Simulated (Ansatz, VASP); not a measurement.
# One calculation of Au, two programs

The input INCAR:

```
  PREC = Accurate
  ENCUT = 520
  EDIFF = 1E-6
  ISMEAR = -1
  SIGMA = 0.05
  LREAL = F
  LASPH = T
  NELM = 60
  ALGO = Fast
  ISIF = 2
  LWAVE = F
  LCHARG = F
  GGA = PE
  NBANDS = 18
```

Contents of KPOINTS:

```
regular mesh
0
Gamma
  10 10 6
```

The input POSCAR:

```
Au
1.0
    2.8154890579      0.0000000000      0.0000000000
   -0.0129553469      2.8201795887      0.0000000000
   -1.1378916452     -1.1854109603      4.9240140333
Au
2
Direct
    0.6728620000      0.6659620000      0.2740550000
    0.3271380000      0.3340380000      0.7259450000
```

input.yaml

```yaml
crystal:
  lattice:
    - [2.8154890579, 0.0, 0.0]
    - [-0.0129553469, 2.8201795887, 0.0]
    - [-1.1378916452, -1.1854109603, 4.9240140333]
  atoms:
    - { symbol: Au, position: [0.672862, 0.665962, 0.274055] }
    - { symbol: Au, position: [0.327138, 0.334038, 0.725945] }
hamiltonian:
  xc: pbe
  pseudopotentials: { kind: paw }
kpoints:
  mp_grid: { grid: [10, 10, 6] }
scf:
  occupations: { method: fermi_dirac, width: 0.05 }
output:
  forces: true
  stress: true
  eigenvalues: true
```

Alike in both runs: task single point; functional PBE; k mesh 10 × 10 × 6; occupations fermi-dirac, width 0.05 eV; no spin polarisation.

|  | VASP | Ansatz |
| --- | --- | --- |
| version | VASP 6.6.1 | Ansatz 0.2.0 |
| potentials or method | VASP PAW PBE potentials, release 64 (Au) | Ansatz PAW |
| plane-wave cutoff (eV) | 520 | 420 |
| valence electrons in the cell | 22 | 38 |

Ansatz gave:

```
gap on the k mesh at the Fermi level (eV)                     : none
pressure (GPa)                                                : -0.8
traceless stress, the component that is largest in VASP (GPa) : 1.44
rms of the force components (eV/Å)                            : 0.033
```

Problem. Estimate VASP's values.

Solution. gap on the k mesh at the Fermi level (eV): none; pressure (GPa): -1.0; traceless stress, the component that is largest in VASP (GPa): 1.42; rms of the force components (eV/Å): 0.034.

Atom by atom the forces differ by 0.001 eV/Å (rms over components). A gap of «none» marks a metal or a gap that the smearing closes. VASP's potentials hold 22 valence electrons a cell and Ansatz's 38, so a difference there can come from the potentials and not from the codes.

Neither program's run includes spin-orbit coupling.
